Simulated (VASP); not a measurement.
# Ni2O (Pnnm) in VASP: single point with PBE

Aim: the single point of Ni2O with PBE.

All numbers are computed with VASP 6.6.1; they aren't measurements. Logs are shortened: lines on timing, memory, paths and dates and some standing lists are left out, and cuts for length are marked.

### Step 1. The cell of the first run

The structure is orthorhombic, space group Pnnm (No. 58). Conventional cell: a = 4.344 Å, b = 4.477 Å, c = 2.924 Å, α = 90.00°, β = 90.00°, γ = 90.00°. Ni (site symmetry m) has 3 O at 1.88 to 1.93 Å and 12 Ni at 2.51 to 2.92 Å within 3.0 Å. Within 2.5 Å of O (site symmetry 2/m) lie 6 Ni at 1.88 to 1.93 Å.

### Step 2. Single point, PBE, collinear spin, ferromagnetic start

The input, INCAR:

```
PREC = Accurate
ENCUT = 520
EDIFF = 1E-6
ISMEAR = 0
SIGMA = 0.1
LREAL = F
LASPH = T
NELM = 150
ALGO = Normal
ISIF = 2
LWAVE = F
LCHARG = F
ISPIN = 2
MAGMOM = 2 2 2 2 0 0
LORBIT = 11
LMAXMIX = 4
GGA = PE
NBANDS = 39
```

The input, KPOINTS:

```
Automatic mesh
0
Gamma
  4 4 6
```

The input, POSCAR:

```
Ni2O
1.0
    4.3443811108      0.0000000000      0.0000000000
    0.0000000000      4.4766619459      0.0000000000
    0.0000000000      0.0000000000      2.9241026707
Ni O
4 2
Direct
    0.2250000000      0.8250000000      0.5000000000
    0.7250000000      0.6750000000      0.0000000000
    0.7750000000      0.1750000000      0.5000000000
    0.2750000000      0.3250000000      0.0000000000
    0.5000000000      0.5000000000      0.5000000000
    0.0000000000      0.0000000000      0.0000000000
```

Potentials or basis: VASP PAW PBE potentials, release 64 (Ni, O).

Run with:

```
$ cat potpaw_PBE.64/Ni/POTCAR potpaw_PBE.64/O/POTCAR > POTCAR
$ mpirun -np 1 vasp_std > vasp.out
```

OUTCAR:

```text
PREC = Accurate
   ENCUT = 520
   EDIFF = 1E-6
   ISMEAR = 0
   LREAL = F
   LASPH = T
   NELM = 150
   ISIF = 2
   ISPIN = 2
   LORBIT = 11
   GGA = PE

 ion  position               nearest neighbor table
   1  0.225  0.825  0.500-   5 1.88   6 1.93   6 1.93   3 2.51   4 2.68   4 2.68   4 2.68   4 2.68
                             2 2.70   2 2.70   2 2.70   2 2.70   3 2.86
   2  0.725  0.675  0.000-   6 1.88   5 1.93   5 1.93   4 2.51   3 2.68   3 2.68   3 2.68   3 2.68
                             1 2.70   1 2.70   1 2.70   1 2.70   4 2.86
   3  0.775  0.175  0.500-   5 1.88   6 1.93   6 1.93   1 2.51   2 2.68   2 2.68   2 2.68   2 2.68
                             4 2.70   4 2.70   4 2.70   4 2.70   1 2.86
   4  0.275  0.325  0.000-   6 1.88   5 1.93   5 1.93   2 2.51   1 2.68   1 2.68   1 2.68   1 2.68
                             3 2.70   3 2.70   3 2.70   3 2.70   2 2.86
   5  0.500  0.500  0.500-   1 1.88   3 1.88   2 1.93   4 1.93   2 1.93   4 1.93
   6  0.000  0.000  0.000-   2 1.88   4 1.88   3 1.93   1 1.93   1 1.93   3 1.93

  LATTYP: Found a simple orthorhombic cell.
 ALAT       =     2.9241026707
 B/A-ratio  =     1.4857142857
 C/A-ratio  =     1.5309523810

  Lattice vectors:

 A1 = (   0.0000000000,   0.0000000000,   2.9241026707)
 A2 = (   4.3443811108,   0.0000000000,   0.0000000000)
 A3 = (   0.0000000000,   4.4766619459,   0.0000000000)

Analysis of symmetry for initial positions (statically):
=====================================================================
 Subroutine PRICEL returns:
 Original cell was already a primitive cell.

 Routine SETGRP: Setting up the symmetry group for a
 simple orthorhombic supercell.

 Subroutine GETGRP returns: Found  8 space group operations
 (whereof  4 operations were pure point group operations)
 out of a pool of  8 trial point group operations.

The static configuration has the point symmetry C_2h.
 The point group associated with its full space group is D_2h.

Analysis of symmetry for dynamics (positions and initial velocities):
=====================================================================
 Subroutine PRICEL returns:
 Original cell was already a primitive cell.

 Routine SETGRP: Setting up the symmetry group for a
 simple orthorhombic supercell.

 Subroutine GETGRP returns: Found  8 space group operations
 (whereof  4 operations were pure point group operations)
 out of a pool of  8 trial point group operations.

The dynamic configuration has the point symmetry C_2h.
 The point group associated with its full space group is D_2h.

Analysis of structural, dynamic, and magnetic symmetry:
=====================================================================
 Subroutine PRICEL returns:
 Original cell was already a primitive cell.

 Routine SETGRP: Setting up the symmetry group for a
 simple orthorhombic supercell.

 Subroutine GETGRP returns: Found  8 space group operations
 (whereof  4 operations were pure point group operations)
 out of a pool of  8 trial point group operations.

The overall configuration has the point symmetry C_2h.
 The point group associated with its full space group is D_2h.

 Subroutine INISYM returns: Found  8 space group operations
 (whereof  4 operations are pure point group operations),
 and found     1 'primitive' translations

----------------------------------------------------------------------------------------

                                     Primitive cell

  volume of cell :      56.8689

  direct lattice vectors                    reciprocal lattice vectors
     4.344381111  0.000000000  0.000000000     0.230182384  0.000000000  0.000000000
     0.000000000  4.476661946  0.000000000     0.000000000  0.223380727  0.000000000
     0.000000000  0.000000000  2.924102671     0.000000000  0.000000000  0.341985256

  length of vectors
     4.344381111  4.476661946  2.924102671     0.230182384  0.223380727  0.341985256

  position of ions in fractional coordinates (direct lattice)
     0.225000000  0.825000000  0.500000000
     0.725000000  0.675000000  0.000000000
     0.775000000  0.175000000  0.500000000
     0.275000000  0.325000000  0.000000000
     0.500000000  0.500000000  0.500000000
     0.000000000  0.000000000  0.000000000

[... 60 lines left out ...]
  0.500000  0.250000  0.333333      4.000000
 [... further k-points ...]
   k-points           NKPTS =     36   k-points in BZ     NKDIM =     36   number of bands    NBANDS=     39
   number of dos      NEDOS =    301   number of ions     NIONS =      6
   total plane-waves  NPLWV =  27648
   dimension x,y,z NGX =    32 NGY =   36 NGZ =   24
   dimension x,y,z NGXF=    64 NGYF=   72 NGZF=   48
   ions per type =               4   2
   NGX,Y,Z   is equivalent  to a cutoff of  12.25, 13.37, 13.64 a.u.
   NGXF,Y,Z  is equivalent  to a cutoff of  24.49, 26.74, 27.29 a.u.
 SYSTEM =  unknown system
   PREC   = accura    normal or accurate (medium, high low for compatibility)
   ISTART =      0    job   : 0-new  1-cont  2-samecut
   ICHARG =      2    charge: 1-file 2-atom 10-const
   ISPIN  =      2    spin polarized calculation?
   LNONCOLLINEAR =      F non collinear calculations
   LSORBIT =      F    spin-orbit coupling
   LASPH  =      T    aspherical Exc in radial PAW
   ENCUT  =  520.0 eV  38.22 Ry    6.18 a.u.   8.08  8.32  5.44*2*pi/ulx,y,z
   NELM   =    150;   NELMIN=  2; NELMDL= -5     # of ELM steps
   EDIFF  = 0.1E-05   stopping-criterion for ELM
   LREAL  =      F    real-space projection
   EDIFFG = 0.1E-04   stopping-criterion for IOM
   NSW    =      0    number of steps for IOM
   IBRION =     -1    ionic relax: 0-MD 1-quasi-New 2-CG
   NFREE  =      0    steps in history (QN), initial steepest desc. (CG)
   ISIF   =      2    stress and relaxation
   ISYM   =      2    0-nonsym 1-usesym 2-fastsym
   POTIM  = 0.5000    time-step for ionic-motion
   TEBEG  =    0.0;   TEEND  =   0.0 temperature during run
   PSTRESS=    0.0 pullay stress
   NELECT =      52.0000    total number of electrons
   NUPDOWN=      -1.0000    fix difference up-down
   EMIN   =  10.00;   EMAX   =-10.00  energy-range for DOS
   EFERMI =   0.00;   METHOD = LEGACY
   ISMEAR =     0;   SIGMA  =   0.10  broadening in eV -4-tet -1-fermi 0-gaus
   EFERMI_NEDOS =   21; number of points for ismear=-14 and -15
   IALGO  =     38    algorithm
   IMIX   =      4    mixing-type and parameters
     AMIX     =   0.40;   BMIX     =  1.00
     AMIX_MAG =   1.60;   BMIX_MAG =  1.00
  volume/ion in A,a.u.               =       9.48        63.96
  Fermi-wavevector in a.u.,A,eV,Ry     =   1.588977  3.002732 34.352650  2.524849
  Thomas-Fermi vector in A             =   2.687898
   LORBIT       =     11    0 simple, 1 ext, 2 COOP (PROOUT), +10 PAW based schemes
   GGA     = PE    functional components
   LHFCALC =     F    Hartree Fock is set to
   AEXX    =    0.0000 exact exchange contribution
   IVDW    =     0    specifies the selected vdW correction
   LEPSILON=     F    determine dielectric tensor
   LRPA    =     F    only Hartree local field effects (RPA)
 spin polarized calculation
 Gauss-broadening in eV      SIGMA  =   0.10
  energy-cutoff  :      520.00
  volume of cell :       56.87
 maximum number of plane-waves:      1556
   NGX = 17   NGY = 17   NGZ = 11

 number of electron      52.0000003 magnetization       3.9147940

 Free energy of the ion-electron system (eV)
  ---------------------------------------------------
  ext. energy  EPLUGINS =         0.00000000
  ---------------------------------------------------
  free energy    TOTEN  =       -31.52337582 eV

  energy without entropy =      -31.50856048  energy(sigma->0) =      -31.51596815

 E-fermi :   9.5467     XC(G=0): -12.9598

 val. band max:        9.5369908370   @ k =   0.0000   0.2500   0.5000
 cond. band min:       9.5468701945   @ k =   0.2500   0.0000   0.0000
 fundamental gap:      0.0098793574
 Fermi energy:         9.5466511187

 spin component 1

 k-point     1 :       0.0000    0.0000    0.0000
  band No.  band energies     occupation
      1     -12.8046      1.00000
      2     -12.0671      1.00000
      3       0.3682      1.00000
      4       0.5127      1.00000
      5       1.1283      1.00000
      6       1.7056      1.00000
[... 973 lines left out ...]
     37      21.7026      0.00000
     38      21.7026      0.00000

 [... further k-points ...]

 spin component 2

 k-point     1 :       0.0000    0.0000    0.0000
  band No.  band energies     occupation
      1     -12.3976      1.00000
      2     -11.6234      1.00000
      3       0.7100      1.00000
      4       0.8338      1.00000
      5       1.7084      1.00000
      6       2.1561      1.00000
[... 973 lines left out ...]
     37      21.9494      0.00000
     38      21.9494      0.00000

 [... further k-points ...]

 [bands above 38 left out]

------------------------ aborting loop because EDIFF is reached ----------------------------------------

  FORCE on cell =-STRESS in cart. coord.  units (eV):
  Direction    XX          YY          ZZ          XY          YZ          ZX
  --------------------------------------------------------------------------------------
  -------------------------------------------------------------------------------------
  Total        9.0763199     10.8725732      9.1786181     -0.0000000      0.0000000      0.0000000
  in kB      255.7087220    306.3148754    258.5907886     -0.0000000      0.0000000      0.0000000
  external PRESSURE =     273.5381286 kB  Pullay stress =       0.0000000 kB

 VOLUME and BASIS-vectors are now :
 -----------------------------------------------------------------------------
  energy-cutoff  :      520.00
  volume of cell :       56.87
      direct lattice vectors                 reciprocal lattice vectors
     4.344381111  0.000000000  0.000000000     0.230182384  0.000000000  0.000000000
     0.000000000  4.476661946  0.000000000     0.000000000  0.223380727  0.000000000
     0.000000000  0.000000000  2.924102671     0.000000000  0.000000000  0.341985256

 POSITION                                       TOTAL-FORCE (eV/Angst)
 -----------------------------------------------------------------------------------
      0.97749      3.69325      1.46205         0.767037     -0.460407     -0.000000
      3.14968      3.02175      0.00000         0.767037      0.460407     -0.000000
      3.36690      0.78342      1.46205        -0.767037      0.460407      0.000000
      1.19470      1.45492      0.00000        -0.767037     -0.460407      0.000000
      2.17219      2.23833      1.46205        -0.000000     -0.000000      0.000000
      0.00000      0.00000      0.00000        -0.000000     -0.000000      0.000000
 -----------------------------------------------------------------------------------
    total drift:                                0.000000      0.000000     -0.000000

  FREE ENERGIE OF THE ION-ELECTRON SYSTEM (eV)
  ---------------------------------------------------
  free  energy   TOTEN  =       -31.5233758154 eV

  energy  without entropy=      -31.5085604839  energy(sigma->0) =      -31.51596815

 total charge

# of ion       s       p       d       tot
------------------------------------------
    1        0.389   0.500   8.481   9.370
    2        0.389   0.500   8.481   9.370
    3        0.389   0.500   8.481   9.370
    4        0.389   0.500   8.481   9.370
    5        1.558   3.488   0.000   5.047
    6        1.558   3.488   0.000   5.047
--------------------------------------------------
tot          4.672   8.978  33.924  47.574

 magnetization (x)

# of ion       s       p       d       tot
------------------------------------------
    1        0.010  -0.003   0.853   0.860
    2        0.010  -0.003   0.853   0.860
    3        0.010  -0.003   0.853   0.860
    4        0.010  -0.003   0.853   0.860
    5        0.021   0.232   0.000   0.253
    6        0.021   0.232   0.000   0.253
--------------------------------------------------
tot          0.082   0.453   3.410   3.946
```

Wall time 75 s (1 thread of AMD EPYC 9R45 (Zen 5), shared host); peak memory 0.23 GiB.

Results:

| Property | Result |
| --- | --- |
| Free energy | -31.5234 eV |
| Pressure | 27.4 GPa |
| Largest force | 0.895 eV/Å |
| Net moment | 3.91 μB per cell |
| Site moments | Ni +0.86; O +0.25 μB |
| Valence electrons inside the program's atomic spheres | Ni 9.37; O 5.05 |

Forces in eV/Å, atoms in the order of the input:
```
Ni   0.767 -0.460  0.000
Ni   0.767  0.460  0.000
Ni  -0.767  0.460  0.000
Ni  -0.767 -0.460  0.000
O    0.000  0.000  0.000
O    0.000  0.000  0.000
```

Stress tensor (GPa, compression positive):
```
25.57  0.00  0.00
 0.00 30.63  0.00
 0.00  0.00 25.86
```

Caveat: the k points lie up to 0.36 Å⁻¹ apart.
